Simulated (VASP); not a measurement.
# Al3Cu2 (P-3m1) in VASP: a series of runs

Runs on Al3Cu2. Level: PBEsol. Tasks: single point.

Program: VASP 6.6.1. These are calculated values, not measurements. Logs are shortened: lines on timing, memory, paths and dates and some standing lists are left out, and cuts for length are marked.

**1. The cell of the first run**

It takes space group P-3m1 (No. 164, trigonal). Conventional cell: a = 3.889 Å, b = 3.889 Å, c = 4.739 Å, α = 90.00°, β = 90.00°, γ = 120.00°. Within 3.1 Å of Al (site symmetry -3m) lie 6 Cu at 2.36 Å and 6 Al at 2.80 Å. Within 3.1 Å of Al (site symmetry 3m) lie 5 Cu at 2.32 to 2.43 Å and 6 Al at 2.64 to 2.80 Å. Cu (site symmetry 3m) has 8 Al at 2.32 to 2.43 Å and 3 Cu at 2.69 Å within 3.1 Å.

**2. Single point, PBEsol**

INCAR

```
SYSTEM = Al3Cu2
PREC = Accurate
ENCUT = 520
EDIFF = 1E-6
ISMEAR = 0
SIGMA = 0.1
LREAL = .FALSE.
LASPH = .TRUE.
NELM = 80
ALGO = Fast
ISIF = 2
LWAVE = .FALSE.
LCHARG = .TRUE.
GGA = PS
LELF = .TRUE.
LVHAR = .TRUE.
NBANDS = 24
```

KPOINTS

```
Automatic mesh
0
G
  12 12 8
  0 0 0
```

POSCAR

```
Al3Cu2
1.0
    3.8890170231      0.0000000000      0.0000000000
   -1.9445085115      3.3679875378      0.0000000000
    0.0000000000      0.0000000000      4.7393621835
Al Cu
3 2
Direct
    0.0000000000      0.0000000000      0.0000000000
    0.3333333333      0.6666666667      0.3538887630
    0.6666666667      0.3333333333      0.6461112370
    0.3333333333      0.6666666667      0.8443282118
    0.6666666667      0.3333333333      0.1556717882
```

Potentials or basis: VASP PAW PBE potentials, release 64 (Al, Cu).

The run is started by

```sh
$ cat potpaw_PBE.64/Al/POTCAR potpaw_PBE.64/Cu/POTCAR > POTCAR
$ mpirun -np 1 vasp_std > vasp.out
```

OUTCAR:

```text
SYSTEM = Al3Cu2
   PREC = Accurate
   ENCUT = 520
   EDIFF = 1E-6
   ISMEAR = 0
   LREAL = .FALSE.
   LASPH = .TRUE.
   NELM = 80
   ISIF = 2
   GGA = PS

 ion  position               nearest neighbor table
   1  0.000  0.000  0.000-   4 2.36   5 2.36   5 2.36   4 2.36   5 2.36   4 2.36   2 2.80   3 2.80
                             2 2.80   3 2.80   3 2.80   2 2.80
   2  0.333  0.667  0.354-   4 2.32   4 2.41   5 2.43   5 2.43   5 2.43   3 2.64   3 2.64   3 2.64
                             1 2.80   1 2.80   1 2.80
   3  0.667  0.333  0.646-   5 2.32   5 2.41   4 2.43   4 2.43   4 2.43   2 2.64   2 2.64   2 2.64
                             1 2.80   1 2.80   1 2.80
   4  0.333  0.667  0.844-   2 2.32   1 2.36   1 2.36   1 2.36   2 2.41   3 2.43   3 2.43   3 2.43
                             5 2.69   5 2.69   5 2.69
   5  0.667  0.333  0.156-   3 2.32   1 2.36   1 2.36   1 2.36   3 2.41   2 2.43   2 2.43   2 2.43
                             4 2.69   4 2.69   4 2.69

  LATTYP: Found a hexagonal cell.
 ALAT       =     3.8890170231
 C/A-ratio  =     1.2186529798

  Lattice vectors:

 A1 = (   3.8890170231,   0.0000000000,   0.0000000000)
 A2 = (  -1.9445085115,   3.3679875378,   0.0000000000)
 A3 = (   0.0000000000,   0.0000000000,   4.7393621835)

Analysis of symmetry for initial positions (statically):
=====================================================================
 Subroutine PRICEL returns:
 Original cell was already a primitive cell.

 Routine SETGRP: Setting up the symmetry group for a
 hexagonal supercell.

 Subroutine GETGRP returns: Found 12 space group operations
 (whereof 12 operations were pure point group operations)
 out of a pool of 24 trial point group operations.

The static configuration has the point symmetry D_3d.

Analysis of symmetry for dynamics (positions and initial velocities):
=====================================================================
 Subroutine PRICEL returns:
 Original cell was already a primitive cell.

 Routine SETGRP: Setting up the symmetry group for a
 hexagonal supercell.

 Subroutine GETGRP returns: Found 12 space group operations
 (whereof 12 operations were pure point group operations)
 out of a pool of 24 trial point group operations.

The dynamic configuration has the point symmetry D_3d.

 Subroutine INISYM returns: Found 12 space group operations
 (whereof 12 operations are pure point group operations),
 and found     1 'primitive' translations

----------------------------------------------------------------------------------------

                                     Primitive cell

  volume of cell :      62.0769

  direct lattice vectors                    reciprocal lattice vectors
     3.889017023  0.000000000  0.000000000     0.257134385  0.148456606  0.000000000
    -1.944508512  3.367987538  0.000000000     0.000000000  0.296913213  0.000000000
     0.000000000  0.000000000  4.739362183     0.000000000  0.000000000  0.210998856

  length of vectors
     3.889017023  3.889017023  4.739362183     0.296913213  0.296913213  0.210998856

  position of ions in fractional coordinates (direct lattice)
     0.000000000  0.000000000  0.000000000
     0.333333333  0.666666667  0.353888763
     0.666666667  0.333333333  0.646111237
     0.333333333  0.666666667  0.844328212
     0.666666667  0.333333333  0.155671788

  ion indices of the primitive-cell ions
   primitive index   ion index
                 1           1
                 2           2
                 3           3
                 4           4
                 5           5

----------------------------------------------------------------------------------------

 KPOINTS: Automatic mesh

Automatic generation of k-mesh.
 Grid dimensions read from file:
 generate k-points for:   12   12    8

 Generating k-lattice:

  Cartesian coordinates                     Fractional coordinates (reciprocal lattice)
     0.021427865  0.012371384  0.000000000     0.083333333 -0.000000000  0.000000000
     0.000000000  0.024742768  0.000000000     0.000000000  0.083333333  0.000000000
     0.000000000  0.000000000  0.026374857     0.000000000  0.000000000  0.125000000

  Length of vectors
     0.024742768  0.024742768  0.026374857

  Shift w.r.t. Gamma in fractional coordinates (k-lattice)
     0.000000000  0.000000000  0.000000000

 Subroutine IBZKPT returns following result:
 ===========================================

 Found    131 irreducible k-points:

 Following reciprocal coordinates:
            Coordinates               Weight
  0.000000  0.000000  0.000000      1.000000
  0.083333 -0.000000  0.000000      6.000000
  0.166667 -0.000000  0.000000      6.000000
  0.250000  0.000000  0.000000      6.000000
  0.333333  0.000000  0.000000      6.000000
  0.416667  0.000000  0.000000      6.000000
[... 16 lines left out ...]
  0.166667 -0.000000  0.125000      6.000000
  0.000000  0.166667  0.125000      6.000000
 [... further k-points ...]
   k-points           NKPTS =    131   k-points in BZ     NKDIM =    131   number of bands    NBANDS=     24
   number of dos      NEDOS =    301   number of ions     NIONS =      5
   total plane-waves  NPLWV =  32400
   dimension x,y,z NGX =    30 NGY =   30 NGZ =   36
   dimension x,y,z NGXF=    60 NGYF=   60 NGZF=   72
   ions per type =               3   2
   NGX,Y,Z   is equivalent  to a cutoff of  12.82, 12.82, 12.63 a.u.
   NGXF,Y,Z  is equivalent  to a cutoff of  25.65, 25.65, 25.26 a.u.
 SYSTEM =  Al3Cu2
   PREC   = accura    normal or accurate (medium, high low for compatibility)
   ISTART =      0    job   : 0-new  1-cont  2-samecut
   ICHARG =      2    charge: 1-file 2-atom 10-const
   ISPIN  =      1    spin polarized calculation?
   LNONCOLLINEAR =      F non collinear calculations
   LSORBIT =      F    spin-orbit coupling
   LASPH  =      T    aspherical Exc in radial PAW
   ENCUT  =  520.0 eV  38.22 Ry    6.18 a.u.   7.23  7.23  8.81*2*pi/ulx,y,z
   NELM   =     80;   NELMIN=  2; NELMDL= -5     # of ELM steps
   EDIFF  = 0.1E-05   stopping-criterion for ELM
   LREAL  =      F    real-space projection
   EDIFFG = 0.1E-04   stopping-criterion for IOM
   NSW    =      0    number of steps for IOM
   IBRION =     -1    ionic relax: 0-MD 1-quasi-New 2-CG
   NFREE  =      0    steps in history (QN), initial steepest desc. (CG)
   ISIF   =      2    stress and relaxation
   ISYM   =      2    0-nonsym 1-usesym 2-fastsym
   POTIM  = 0.5000    time-step for ionic-motion
   TEBEG  =    0.0;   TEEND  =   0.0 temperature during run
   PSTRESS=    0.0 pullay stress
   NELECT =      31.0000    total number of electrons
   NUPDOWN=      -1.0000    fix difference up-down
   EMIN   =  10.00;   EMAX   =-10.00  energy-range for DOS
   EFERMI =   0.00;   METHOD = LEGACY
   ISMEAR =     0;   SIGMA  =   0.10  broadening in eV -4-tet -1-fermi 0-gaus
   EFERMI_NEDOS =   21; number of points for ismear=-14 and -15
   IALGO  =     68    algorithm
   IMIX   =      4    mixing-type and parameters
     AMIX     =   0.40;   BMIX     =  1.00
     AMIX_MAG =   1.60;   BMIX_MAG =  1.00
  volume/ion in A,a.u.               =      12.42        83.78
  Fermi-wavevector in a.u.,A,eV,Ry     =   1.298829  2.454431 22.952442  1.686957
  Thomas-Fermi vector in A             =   2.430132
   LORBIT       =      0    0 simple, 1 ext, 2 COOP (PROOUT), +10 PAW based schemes
   GGA     = PS    functional components
   LHFCALC =     F    Hartree Fock is set to
   AEXX    =    0.0000 exact exchange contribution
   IVDW    =     0    specifies the selected vdW correction
   LEPSILON=     F    determine dielectric tensor
   LRPA    =     F    only Hartree local field effects (RPA)
 non-spin polarized calculation
 RMM-DIIS sequential band-by-band and
 Gauss-broadening in eV      SIGMA  =   0.10
  energy-cutoff  :      520.00
  volume of cell :       62.08
 maximum number of plane-waves:      1695
 NGX is ok and might be reduce to    30
   NGX = 15   NGY = 15   NGZ = 17

 number of electron      30.9999983 magnetization

 Free energy of the ion-electron system (eV)
  ---------------------------------------------------
  ext. energy  EPLUGINS =         0.00000000
  ---------------------------------------------------
  free energy    TOTEN  =       -20.99244572 eV

  energy without entropy =      -20.98739568  energy(sigma->0) =      -20.98992070

 E-fermi :  10.2172     XC(G=0): -11.7671

 val. band max:       10.2072457077   @ k =   0.1667   0.1667   0.2500
 cond. band min:      10.2283880392   @ k =   0.0000   0.2500   0.2500
 fundamental gap:      0.0211423314
 Fermi energy:        10.2172056979

 k-point     1 :       0.0000    0.0000    0.0000
  band No.  band energies     occupation
      1      -2.2641      2.00000
      2       2.9144      2.00000
      3       3.5725      2.00000
      4       3.9761      2.00000
      5       3.9761      2.00000
      6       4.3538      2.00000
[... 16 lines left out ...]
     23      16.4581      0.00000
     24      16.4581      0.00000

 k-point     2 :       0.0833   -0.0000    0.0000
  band No.  band energies     occupation
      1      -2.1721      2.00000
      2       2.9587      2.00000
      3       3.5478      2.00000
      4       4.0074      2.00000
      5       4.0131      2.00000
      6       4.3360      2.00000
[... 16 lines left out ...]
     23      16.1705      0.00000
     24      16.3798      0.00000

 k-point     3 :       0.1667   -0.0000    0.0000
  band No.  band energies     occupation
      1      -1.8975      2.00000
      2       3.0746      2.00000
      3       3.4732      2.00000
      4       4.0897      2.00000
      5       4.0979      2.00000
      6       4.2914      2.00000
[... 16 lines left out ...]
     23      16.0802      0.00000
     24      16.4852      0.00000
[... 514 lines left out ...]
 k-point    23 :       0.1667   -0.0000    0.1250
  band No.  band energies     occupation
      1      -1.7995      2.00000
      2       2.6242      2.00000
      3       3.5800      2.00000
      4       3.9932      2.00000
      5       4.0840      2.00000
      6       4.3596      2.00000
[... 16 lines left out ...]
     23      16.4911      0.00000
     24      16.7880      0.00000

 k-point    24 :       0.0000    0.1667    0.1250
  band No.  band energies     occupation
      1      -1.7991      2.00000
      2       2.6066      2.00000
      3       3.5720      2.00000
      4       4.0604      2.00000
      5       4.0802      2.00000
      6       4.2894      2.00000
[... 16 lines left out ...]
     23      16.6654      0.00000
     24      16.8415      0.00000

 [... further k-points ...]
[... 5 lines left out ...]
  --------------------------------------------------------------------------------------
  -------------------------------------------------------------------------------------
  Total        9.8032006      9.8032006      9.8148884      0.0000000      0.0000000     -0.0000000
  in kB      253.0161566    253.0161566    253.3178121      0.0000000      0.0000000     -0.0000000
  external PRESSURE =     253.1167085 kB  Pullay stress =       0.0000000 kB

 VOLUME and BASIS-vectors are now :
 -----------------------------------------------------------------------------
  energy-cutoff  :      520.00
  volume of cell :       62.08
      direct lattice vectors                 reciprocal lattice vectors
     3.889017023  0.000000000  0.000000000     0.257134385  0.148456606  0.000000000
    -1.944508512  3.367987538  0.000000000     0.000000000  0.296913213  0.000000000
     0.000000000  0.000000000  4.739362183     0.000000000  0.000000000  0.210998856

 POSITION                                       TOTAL-FORCE (eV/Angst)
 -----------------------------------------------------------------------------------
      0.00000      0.00000      0.00000         0.000000     -0.000000      0.000000
     -0.00000      2.24533      1.67721         0.000000      0.000000      0.001325
      1.94451      1.12266      3.06216        -0.000000     -0.000000     -0.001325
     -0.00000      2.24533      4.00158         0.000000      0.000000      0.001140
      1.94451      1.12266      0.73778         0.000000     -0.000000     -0.001140
 -----------------------------------------------------------------------------------
    total drift:                               -0.000000      0.000000      0.000000

  FREE ENERGIE OF THE ION-ELECTRON SYSTEM (eV)
  ---------------------------------------------------
  free  energy   TOTEN  =       -20.9924457246 eV

  energy  without entropy=      -20.9873956758  energy(sigma->0) =      -20.98992070
```

Run time: 2.8 min. Hardware: 1 thread of Intel Xeon 6975P-C (Granite Rapids), shared host; peak memory 0.29 GiB.

What came out:

```yaml
Free_energy: -20.9924 eV
Pressure: 25.3 GPa
Band_gap_on_the_k_mesh: zero (an odd number of electrons rules out a gap without spin polarisation)
```

Caveat: the cell stands under pressure; the PAW data sets were made with another functional, which shifts forces and pressure a little.

(Continued in part 2 of 2.)
